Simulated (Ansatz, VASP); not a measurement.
## One calculation of CrO2, two programs

INCAR

```
ALGO = Normal
EDIFF = 1E-6
ENCUT = 520
GGA = PS
ISIF = 2
ISMEAR = 0
ISPIN = 2
LASPH = True
LCHARG = False
LDAU = True
LDAUJ = 0.7 0
LDAUL = 2 -1
LDAUPRINT = 1
LDAUTYPE = 1
LDAUU = 7 0
LMAXMIX = 4
LORBIT = 11
LREAL = False
LWAVE = False
MAGMOM = 2 2 0 0 0 0
NBANDS = 37
NELM = 150
PREC = Accurate
SIGMA = 0.05
```

File KPOINTS:

```
k-points
0
Gamma
  4 4 6
```

File POSCAR:

```
CrO2
1.0
    4.4210008300      0.0000000000      0.0000000000
    0.0000000000      4.4210008300      0.0000000000
    0.0000000000      0.0000000000      2.9170005500
Cr O
2 4
Direct
    0.0000000000      0.0000000000      0.0000000000
    0.5000000000      0.5000000000      0.5000000000
    0.3010000000      0.3010000000      0.0000000000
    0.1990000000      0.8010000000      0.5000000000
    0.6990000000      0.6990000000      0.0000000000
    0.8010000000      0.1990000000      0.5000000000
```

Input for Ansatz:

```yaml
crystal:
  lattice:
    - [4.42100083, 0.0, 0.0]
    - [0.0, 4.42100083, 0.0]
    - [0.0, 0.0, 2.91700055]
  atoms:
    - { symbol: Cr, position: [0.0, 0.0, 0.0], spin: 2.0 }
    - { symbol: Cr, position: [0.5, 0.5, 0.5], spin: 2.0 }
    - { symbol: O, position: [0.301, 0.301, 0.0] }
    - { symbol: O, position: [0.199, 0.801, 0.5] }
    - { symbol: O, position: [0.699, 0.699, 0.0] }
    - { symbol: O, position: [0.801, 0.199, 0.5] }
basis:
  ecutwfc: 420
  ecutrho_ratio: 4
kpoints:
  mp_grid: { grid: [4, 4, 6] }
hamiltonian:
  xc: pbesol
  hubbard:
    sites:
      - { site: 0, l: d, u: 7.0, j: 0.7 }
      - { site: 1, l: d, u: 7.0, j: 0.7 }
scf:
  occupations: { method: gaussian, width: 0.05 }
  lower_state_search: "off"
  max_iter: 150
output:
  forces: true
  stress: true
  eigenvalues: true
  populations: true
  hubbard: { sites: [{ site: 0, l: d }, { site: 1, l: d }] }
magnetization:
  spin_polarized: true
```

Alike in both runs: task single point; functional PBEsol; k mesh 4 × 4 × 6; occupations gaussian, width 0.05 eV; collinear spin; Hubbard terms Cr d U = 7.0 eV, J = 0.7 eV.

|  | VASP | Ansatz |
| --- | --- | --- |
| version | VASP 6.6.1 | Ansatz 0.2.0 |
| potentials or method | VASP PAW PBE potentials, release 64 (Cr_pv, O), cutoff 520 eV | scalar-relativistic, plane waves, PAW |
| valence electrons in the cell | 48 | 52 |

Ansatz gave:

```
gap on the k mesh at the Fermi level (eV)                     : none
pressure (GPa)                                                : 9.7
traceless stress, the component that is largest in VASP (GPa) : 1.97
rms of the force components (eV/Å)                            : 0.101
net moment per atom (μB)                                      : 0.67
size of the moment on the site where the two differ most (μB) : 2.15
```

Q: Which values does VASP return?

A: gap on the k mesh at the Fermi level (eV): none; pressure (GPa): 9.8; traceless stress, the component that is largest in VASP (GPa): 4.19; rms of the force components (eV/Å): 0.079; net moment per atom (μB): 0.67; size of the moment on the site where the two differ most (μB): 2.51.

VASP's potentials were made for PBE, not for PBEsol. Site moments also hang on the region over which each program counts them. The programs project onto different local orbitals, so the same U acts differently, and such runs can settle in different states. Atom by atom the forces differ by 0.181 eV/Å (rms over components). A gap of «none» marks a metal or a gap that the smearing closes. VASP's potentials hold 48 valence electrons a cell and Ansatz's 52, so a difference there can come from the potentials and not from the codes. Ansatz's warnings: filled band counts differ across k points.
